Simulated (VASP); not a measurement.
# PbS (Cmc2_1) in VASP: a series of runs, part 3 of 3

VASP 6.6.1. The steps go on from the part before.

## 6. Single point, LDA

Contents of INCAR:

```
SYSTEM = PbS
ALGO     = Normal         ! electronic algorithm
EDIFF    = 1E-6           ! SCF threshold, eV
ENCUT    = 520            ! plane-wave cutoff, eV
ISIF     = 2              ! what is computed and relaxed
ISMEAR   = 0              ! smearing method
LASPH    = .TRUE.         ! aspherical terms in the spheres
LCHARG   = .FALSE.        ! write CHGCAR
LREAL    = .FALSE.        ! projectors in reciprocal space
LWAVE    = .FALSE.        ! write WAVECAR
NBANDS   = 28             ! bands
NELM     = 100            ! most SCF steps
PREC     = Accurate       ! precision mode
SIGMA    = 0.01           ! smearing width, eV
```

Contents of KPOINTS:

```
k-points
0
G
  12 12 4
  0 0 0
```

Contents of POSCAR:

```
PbS
1.0
    2.0569420000     -3.5658290000      0.0000000000
    2.0569420000      3.5658290000      0.0000000000
    0.0000000000      0.0000000000      7.5599450000
Pb S
2 2
Direct
    0.0010320000      0.9989680000      0.4867320000
    0.9989680000      0.0010320000      0.9867320000
    0.6671450000      0.3328550000      0.6924680000
    0.3328550000      0.6671450000      0.1924680000
```

Potentials or basis: VASP PAW LDA potentials, release 64 (Pb_d, S).

Launch:

```
> cat potpaw_LDA.64/Pb_d/POTCAR potpaw_LDA.64/S/POTCAR > POTCAR
> mpirun -np 1 vasp_std > vasp.out
```

OUTCAR:

```text
SYSTEM = PbS
   EDIFF = 1E-6
   ENCUT = 520
   ISIF = 2
   ISMEAR = 0
   LASPH = .TRUE.
   LREAL = .FALSE.
   NELM = 100
   PREC = Accurate

 ion  position               nearest neighbor table
   1  0.001  0.999  0.487-   3 2.84   3 2.84   3 2.84   4 3.25   4 3.26   4 3.26   2 3.78   2 3.78

   2  0.999  0.001  0.987-   4 2.84   4 2.84   4 2.84   3 3.25   3 3.26   3 3.26   1 3.78   1 3.78

   3  0.667  0.333  0.692-   1 2.84   1 2.84   1 2.84   2 3.25   2 3.26   2 3.26
   4  0.333  0.667  0.192-   2 2.84   2 2.84   2 2.84   1 3.25   1 3.26   1 3.26

  LATTYP: Found a base centered orthorhombic cell.
 ALAT       =     4.1138840000
 B/A-ratio  =     1.7335583599
 C/A-ratio  =     1.8376660596

  Lattice vectors:

 A1 = (   2.0569420000,  -3.5658290000,   0.0000000000)
 A2 = (   2.0569420000,   3.5658290000,   0.0000000000)
 A3 = (   0.0000000000,   0.0000000000,   7.5599450000)

Analysis of symmetry for initial positions (statically):
=====================================================================
 Subroutine PRICEL returns:
 Original cell was already a primitive cell.

 Routine SETGRP: Setting up the symmetry group for a
 base centered orthorhombic supercell.

 Subroutine GETGRP returns: Found  4 space group operations
 (whereof  2 operations were pure point group operations)
 out of a pool of  8 trial point group operations.

The static configuration has the point symmetry C_1h.
 The point group associated with its full space group is C_2v.

Analysis of symmetry for dynamics (positions and initial velocities):
=====================================================================
 Subroutine PRICEL returns:
 Original cell was already a primitive cell.

 Routine SETGRP: Setting up the symmetry group for a
 base centered orthorhombic supercell.

 Subroutine GETGRP returns: Found  4 space group operations
 (whereof  2 operations were pure point group operations)
 out of a pool of  8 trial point group operations.

The dynamic configuration has the point symmetry C_1h.
 The point group associated with its full space group is C_2v.

 Subroutine INISYM returns: Found  4 space group operations
 (whereof  2 operations are pure point group operations),
 and found     1 'primitive' translations

----------------------------------------------------------------------------------------

                                     Primitive cell

  volume of cell :     110.8999

  direct lattice vectors                    reciprocal lattice vectors
     2.056942000 -3.565829000  0.000000000     0.243079290 -0.140219848  0.000000000
     2.056942000  3.565829000  0.000000000     0.243079290  0.140219848  0.000000000
     0.000000000  0.000000000  7.559945000     0.000000000  0.000000000  0.132276095

  length of vectors
     4.116569792  4.116569792  7.559945000     0.280622784  0.280622784  0.132276095

  position of ions in fractional coordinates (direct lattice)
     0.001032000  0.998968000  0.486732000
     0.998968000  0.001032000  0.986732000
     0.667145000  0.332855000  0.692468000
     0.332855000  0.667145000  0.192468000

  ion indices of the primitive-cell ions
   primitive index   ion index
                 1           1
                 2           2
                 3           3
                 4           4

----------------------------------------------------------------------------------------

 KPOINTS: k-points

Automatic generation of k-mesh.
 Grid dimensions read from file:
 generate k-points for:   12   12    4

 Generating k-lattice:

  Cartesian coordinates                     Fractional coordinates (reciprocal lattice)
     0.020256607 -0.011684987  0.000000000     0.083333333  0.000000000  0.000000000
     0.020256607  0.011684987  0.000000000     0.000000000  0.083333333  0.000000000
     0.000000000  0.000000000  0.033069024     0.000000000  0.000000000  0.250000000

  Length of vectors
     0.023385232  0.023385232  0.033069024

  Shift w.r.t. Gamma in fractional coordinates (k-lattice)
     0.000000000  0.000000000  0.000000000

 Subroutine IBZKPT returns following result:
 ===========================================

 Found    129 irreducible k-points:

 Following reciprocal coordinates:
            Coordinates               Weight
  0.000000  0.000000  0.000000      1.000000
  0.083333  0.000000  0.000000      4.000000
  0.166667  0.000000  0.000000      4.000000
  0.250000 -0.000000  0.000000      4.000000
  0.333333 -0.000000  0.000000      4.000000
  0.416667 -0.000000  0.000000      4.000000
[... 16 lines left out ...]
  0.500000  0.166667  0.000000      4.000000
 -0.416667  0.166667  0.000000      4.000000
 [... further k-points ...]
   k-points           NKPTS =    129   k-points in BZ     NKDIM =    129   number of bands    NBANDS=     28
   number of dos      NEDOS =    301   number of ions     NIONS =      4
   total plane-waves  NPLWV =  57344
   dimension x,y,z NGX =    32 NGY =   32 NGZ =   56
   dimension x,y,z NGXF=    64 NGYF=   64 NGZF=  112
   ions per type =               2   2
   NGX,Y,Z   is equivalent  to a cutoff of  12.92, 12.92, 12.31 a.u.
   NGXF,Y,Z  is equivalent  to a cutoff of  25.85, 25.85, 24.63 a.u.
 SYSTEM =  PbS
   PREC   = accura    normal or accurate (medium, high low for compatibility)
   ISTART =      0    job   : 0-new  1-cont  2-samecut
   ICHARG =      2    charge: 1-file 2-atom 10-const
   ISPIN  =      1    spin polarized calculation?
   LNONCOLLINEAR =      F non collinear calculations
   LSORBIT =      F    spin-orbit coupling
   LASPH  =      T    aspherical Exc in radial PAW
   ENCUT  =  520.0 eV  38.22 Ry    6.18 a.u.   7.65  7.65 14.06*2*pi/ulx,y,z
   NELM   =    100;   NELMIN=  2; NELMDL= -5     # of ELM steps
   EDIFF  = 0.1E-05   stopping-criterion for ELM
   LREAL  =      F    real-space projection
   EDIFFG = 0.1E-04   stopping-criterion for IOM
   NSW    =      0    number of steps for IOM
   IBRION =     -1    ionic relax: 0-MD 1-quasi-New 2-CG
   NFREE  =      0    steps in history (QN), initial steepest desc. (CG)
   ISIF   =      2    stress and relaxation
   ISYM   =      2    0-nonsym 1-usesym 2-fastsym
   POTIM  = 0.5000    time-step for ionic-motion
   TEBEG  =    0.0;   TEEND  =   0.0 temperature during run
   PSTRESS=    0.0 pullay stress
   NELECT =      40.0000    total number of electrons
   NUPDOWN=      -1.0000    fix difference up-down
   EMIN   =  10.00;   EMAX   =-10.00  energy-range for DOS
   EFERMI =   0.00;   METHOD = LEGACY
   ISMEAR =     0;   SIGMA  =   0.01  broadening in eV -4-tet -1-fermi 0-gaus
   EFERMI_NEDOS =   21; number of points for ismear=-14 and -15
   IALGO  =     38    algorithm
   IMIX   =      4    mixing-type and parameters
     AMIX     =   0.40;   BMIX     =  1.00
     AMIX_MAG =   1.60;   BMIX_MAG =  1.00
  volume/ion in A,a.u.               =      27.72       187.10
  Fermi-wavevector in a.u.,A,eV,Ry     =   1.165336  2.202165 18.476815  1.358008
  Thomas-Fermi vector in A             =   2.301863
   LORBIT       =      0    0 simple, 1 ext, 2 COOP (PROOUT), +10 PAW based schemes
   GGA     = CA    functional components
   LHFCALC =     F    Hartree Fock is set to
   AEXX    =    0.0000 exact exchange contribution
   IVDW    =     0    specifies the selected vdW correction
   LEPSILON=     F    determine dielectric tensor
   LRPA    =     F    only Hartree local field effects (RPA)
 non-spin polarized calculation
 Gauss-broadening in eV      SIGMA  =   0.01
  energy-cutoff  :      520.00
  volume of cell :      110.90
 maximum number of plane-waves:      3040
   NGX = 15   NGY = 15   NGZ = 29

 number of electron      39.9999996 magnetization

 Free energy of the ion-electron system (eV)
  ---------------------------------------------------
  ext. energy  EPLUGINS =         0.00000000
  ---------------------------------------------------
  free energy    TOTEN  =       -19.62963293 eV

  energy without entropy =      -19.62963293  energy(sigma->0) =      -19.62963293

 E-fermi :   4.9495     XC(G=0):  -9.7196

 val. band max:        4.8838592033   @ k =   0.3333   0.3333   0.0000
 cond. band min:       5.2254930205   @ k =   0.5000   0.5000   0.0000
 fundamental gap:      0.3416338172
 Fermi energy:         4.9494775612

 k-point     1 :       0.0000    0.0000    0.0000
  band No.  band energies     occupation
      1     -11.9273      2.00000
      2     -11.8854      2.00000
      3     -11.8850      2.00000
      4     -11.8703      2.00000
      5     -11.8700      2.00000
      6     -11.8448      2.00000
[... 20 lines left out ...]
     27      11.8135      0.00000
[... 691 lines left out ...]
      6     -11.8356      2.00000
[... 20 lines left out ...]
     27      10.5288      0.00000
     28      12.6882      0.00000

 [... further k-points ...]
[... 5 lines left out ...]
  --------------------------------------------------------------------------------------
  -------------------------------------------------------------------------------------
  Total       -2.2161925     -2.2376062     -2.4387901      0.0000000      0.0000000      0.0000000
  in kB      -32.0174594    -32.3268253    -35.2333402      0.0000000      0.0000000      0.0000000
  external PRESSURE =     -33.1925416 kB  Pullay stress =       0.0000000 kB

 VOLUME and BASIS-vectors are now :
 -----------------------------------------------------------------------------
  energy-cutoff  :      520.00
  volume of cell :      110.90
      direct lattice vectors                 reciprocal lattice vectors
     2.056942000 -3.565829000  0.000000000     0.243079290 -0.140219848  0.000000000
     2.056942000  3.565829000  0.000000000     0.243079290  0.140219848  0.000000000
     0.000000000  0.000000000  7.559945000     0.000000000  0.000000000  0.132276095

 POSITION                                       TOTAL-FORCE (eV/Angst)
 -----------------------------------------------------------------------------------
      2.05694      3.55847      3.67967         0.000000      0.005048      0.060423
      2.05694     -3.55847      7.45964         0.000000     -0.005048      0.060423
      2.05694     -1.19202      5.23502         0.000000     -0.003274     -0.060423
      2.05694      1.19202      1.45505         0.000000      0.003274     -0.060423
 -----------------------------------------------------------------------------------
    total drift:                               -0.000000     -0.000000     -0.002519

  FREE ENERGIE OF THE ION-ELECTRON SYSTEM (eV)
  ---------------------------------------------------
  free  energy   TOTEN  =       -19.6296329296 eV

  energy  without entropy=      -19.6296329296  energy(sigma->0) =      -19.62963293
```

Run time: 6.9 min. Hardware: 1 thread of AMD EPYC 7R13, shared host; peak memory 0.4 GiB.

What came out:

```yaml
Free_energy: -19.6296 eV
Pressure: -3.3 GPa
Largest_force: 0.061 eV/Å
Band_gap_on_the_k_mesh: 0.34 eV, indirect (least direct gap 1.02 eV)
```

Forces in eV/Å, atoms in the order of the input:
```
Pb   0.000  0.005  0.060
Pb   0.000 -0.005  0.060
S    0.000 -0.003 -0.060
S    0.000  0.003 -0.060
```

Stress tensor (GPa, compression positive):
```
-3.20  0.00  0.00
 0.00 -3.23  0.00
 0.00  0.00 -3.52
```

Levels at points of the mesh, in eV from the valence-band top:
```
           k point  band 16  band 17  band 18  band 19  band 20  band 21  band 22  band 23  band 24  band 25
(0.00, 0.00, 0.00)    -1.82    -1.81    -1.47    -1.46    -0.21     0.93     3.38     3.38     3.71     3.73
(0.50, 0.00, 0.00)    -4.00    -2.92    -1.80    -1.48    -0.89     0.34     2.35     2.70     3.82     4.11
(0.50, 0.50, 0.00)    -4.01    -2.91    -1.80    -1.48    -0.88     0.34     2.37     2.70     3.82     4.09
(0.00, 0.00, 0.50)    -1.64    -1.64    -1.64    -1.39    -1.39     2.50     2.50     3.45     3.45     3.46
(0.50, 0.00, 0.50)    -3.27    -2.45    -2.45    -2.39    -2.39     2.28     2.28     3.20     3.20     3.73
(0.50, 0.50, 0.50)    -3.27    -2.44    -2.44    -2.39    -2.39     2.28     2.28     3.21     3.21     3.74
```

Caveat: spin-orbit coupling is left out, which moves the levels of the heavy elements. A k mesh can miss the band edges.

## 7. Overview

```csv
k mesh,gap on the mesh (eV),pressure (GPa),largest force (eV/Å)
3 × 3 × 1,0.67,-2.5,0.37
3 × 3 × 2,0.72,-3.5,0.18
6 × 6 × 2,0.34,-3.3,0.08
6 × 6 × 4,0.34,-3.3,0.06
12 × 12 × 4,0.34,-3.3,0.06
```

Alike in all rows: task single point; level LDA; potentials or basis VASP PAW LDA potentials, release 64 (Pb_d, S); no spin polarisation; cell as given; cutoff (eV) 520; smearing gaussian 0.01 eV.

Caveats: some runs use coarse meshes; spin-orbit coupling is left out, which moves the levels of the heavy elements.

Total energies depend on the potentials used, so only differences within one code and one set of settings carry meaning.
